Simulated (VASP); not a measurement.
CuPt2, 3 atoms in the cell. It takes space group P6/mmm (No. 191, hexagonal). Conventional cell: a = 4.422 Å, b = 4.422 Å, c = 2.700 Å, α = 90.00°, β = 90.00°, γ = 120.00°. Within 3.6 Å of Cu (site symmetry 6/mmm) lie 2 Cu at 2.70 Å and 12 Pt at 2.89 Å. Within 3.4 Å of Pt (site symmetry -6m2) lie 5 Pt at 2.55 to 2.70 Å and 6 Cu at 2.89 Å. 

| Property | Result |
| --- | --- |
| Program | VASP 6.6.1 |
| Task | single point |
| Functional | PBE |
| Potentials or basis | VASP PAW PBE potentials, release 64 (Cu, Pt) |
| Cutoff | 520 eV |
| k mesh | 12 × 12 × 18 |
| Occupations | gaussian, width 0.1 eV |
| Spin | no spin polarisation |
| Dipole correction | no |
| Further INCAR settings | ALGO = Fast; EDIFF = 1e-07; NBANDS = 22 |

Potentials or basis: VASP PAW PBE potentials, release 64 (Cu, Pt).

Launch:

```console
$ cat potpaw_PBE.64/Cu/POTCAR potpaw_PBE.64/Pt/POTCAR > POTCAR
$ mpirun -np 1 vasp_std > vasp.out
```

Hardware: 1 thread of Intel(R) Xeon(R) Platinum 8488C (Sapphire Rapids) (shared host).

Q: How long does it take, and how much memory?

A: Run time: 2.6 min on 1 thread of Intel(R) Xeon(R) Platinum 8488C (Sapphire Rapids) (shared host), peak memory 0.31 GiB. Counts: scf iterations 19, k points 190.
